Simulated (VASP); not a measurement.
Ta:

```
Ta
1.0
    -1.62767    1.62767    1.62767
     1.62767   -1.62767    1.62767
     1.62767    1.62767   -1.62767
Ta
1
Direct
  0.00000 0.00000 0.00000
```

Base run:

| Item | Value |
| --- | --- |
| Program | VASP 6.6.1 |
| Functional | LDA |
| Potentials or basis | VASP PAW LDA potentials, release 64 (Ta_pv) |
| Cutoff | 520 eV |
| k mesh | 14 × 14 × 14 |
| Occupations | gaussian, width 0.03 eV |
| Spin | no spin polarisation |

Its results: pressure 0.9 GPa.

Question: The run is repeated on the same cell with these changes: occupations from gaussian, width 0.03 eV to fermi-dirac, width 1 eV. What comes out?

Answer: Pressure 15.0 GPa.
